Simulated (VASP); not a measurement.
Si: single point with LDA

Crystal: Si.

```
CELL_PARAMETERS angstrom
0.00000 2.79473 4.11742
2.56739 0.00000 4.11742
2.56739 2.79473 0.00000
ATOMIC_POSITIONS crystal
Si 0.72972 0.27028 0.72972
Si 0.27028 0.72972 0.27028
Si 0.77443 0.77443 0.22557
Si 0.22557 0.22557 0.77443
```

This cell differs from its parent crystal: ratio of the length along z to the lengths across it x 0.85, volume and fractional coordinates fixed.

```
Program             : VASP 6.6.1
Task                : single point
Functional          : LDA
Potentials or basis : VASP PAW LDA potentials, release 64 (Si)
Cutoff              : 520 eV
k mesh              : 16 × 16 × 16
Occupations         : gaussian, width 0.15 eV
Spin                : no spin polarisation
```

The pressure is 1.7 GPa. The largest force is 0.766 eV/Å and the band gap on the k mesh is zero (bands 8 and 9 overlap by 4.29 eV).

Forces in eV/Å, atoms in the order of the input:
```
Si   0.000 -0.492  0.000
Si   0.000  0.492  0.000
Si   0.000  0.000 -0.766
Si   0.000  0.000  0.766
```

Stress tensor (GPa, compression positive):
```
-10.50   0.00   0.00
  0.00   3.37   0.00
  0.00   0.00  12.31
```

Levels at points of the mesh, in eV from the Fermi level:
```
           k point  band 6  band 7  band 8  band 9  band 10  band 11
(0.00, 0.00, 0.00)   -3.23   -2.97   -2.22   -2.07     1.02     1.40
(0.50, 0.00, 0.00)   -2.03   -0.57   -0.55    0.49     1.33     2.13
(0.50, 0.50, 0.00)   -3.00    1.24    1.38    3.18     3.69     3.93
(0.50, 0.00, 0.50)   -5.04   -1.68   -1.53   -1.22    -0.86     7.37
(0.00, 0.50, 0.50)   -6.80   -2.71   -0.51   -0.30     2.19     5.64
```

Run time: 13 min on 1 thread of Oxide Virtual Turin-like Processor, with other jobs on the host, peak memory 0.44 GiB.

Caveat: the stress differs along the axes, from -10 to 12 GPa.
